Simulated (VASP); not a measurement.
Wanted: the native input for a VASP 6.6.1 run.

```yaml
Task: relaxation of shape and atoms at fixed volume
Functional: r2SCAN
Potentials_or_basis: VASP PAW PBE potentials, release 64 (Ta_pv, N)
Cutoff: 600 eV
k_mesh: 18 × 18 × 14
Occupations: gaussian, width 0.1 eV
Spin: no spin polarisation
Dipole_correction: no
Further_INCAR_settings: ALGO = Normal; EDIFF = 1e-06; IBRION = 2; EDIFFG = -0.01; NSW = 50; ISIF = 4
```

TaN:

```
Ta N
1.0
     2.80825    0.00000    0.00000
    -1.40413    2.43202    0.00000
     0.00000    0.00000    2.77496
Ta N
1 1
Direct
  0.33333 0.66667 0.50000
  0.00000 0.00000 0.00000
```

The input as run:

POSCAR

```
TaN
1.0
    2.8082534411      0.0000000000      0.0000000000
   -1.4041267206      2.4320188203      0.0000000000
    0.0000000000      0.0000000000      2.7749570812
Ta N
1 1
Direct
    0.3333333333      0.6666666667      0.5000000000
    0.0000000000      0.0000000000      0.0000000000
```

INCAR.step1

```
SYSTEM = TaN
  ALGO = Normal
  EDIFF = 1E-4
  ENCUT = 600
  GGA = PE
  ISMEAR = 0
  LASPH = .True.
  LCHARG = .False.
  LREAL = .False.
  LWAVE = .True.
  NELM = 60
  PREC = Accurate
  SIGMA = 0.1
```

INCAR.step2

```
SYSTEM = TaN
  ALGO = Normal
  EDIFF = 1E-6
  EDIFFG = -0.01
  ENCUT = 600
  IBRION = 2
  ISIF = 4
  ISMEAR = 0
  ISTART = 1
  LASPH = .True.
  LCHARG = .False.
  LMIXTAU = .True.
  LREAL = .False.
  LWAVE = .False.
  METAGGA = R2SCAN
  NELM = 60
  NSW = 50
  PREC = Accurate
  SIGMA = 0.1
```

KPOINTS

```
k-points
0
Gamma
  18 18 14
  0 0 0
```

Potentials or basis: VASP PAW PBE potentials, release 64 (Ta_pv, N).

The run is started by

```console
$ cat potpaw_PBE.64/Ta_pv/POTCAR potpaw_PBE.64/N/POTCAR > POTCAR
$ cp INCAR.step1 INCAR
$ mpirun -np 1 vasp_std > vasp.out
$ cp INCAR.step2 INCAR
$ mpirun -np 1 vasp_std > vasp.out
```

It gave:

```
Energy gained by relaxing : 0.1 meV/atom
Ionic steps               : 3
Pressure after relaxing   : 63.1 GPa
Band gap on the k mesh    : zero (bands 8 and 9 overlap by 0.30 eV)
```

Caveat: the PAW data sets were made with another functional, which shifts forces and pressure a little; spin-orbit coupling is left out, which moves the levels of the heavy elements.

Run time: 5 min on 1 thread of Oxide Virtual Turin-like Processor (shared host), peak memory 0.2 GiB.
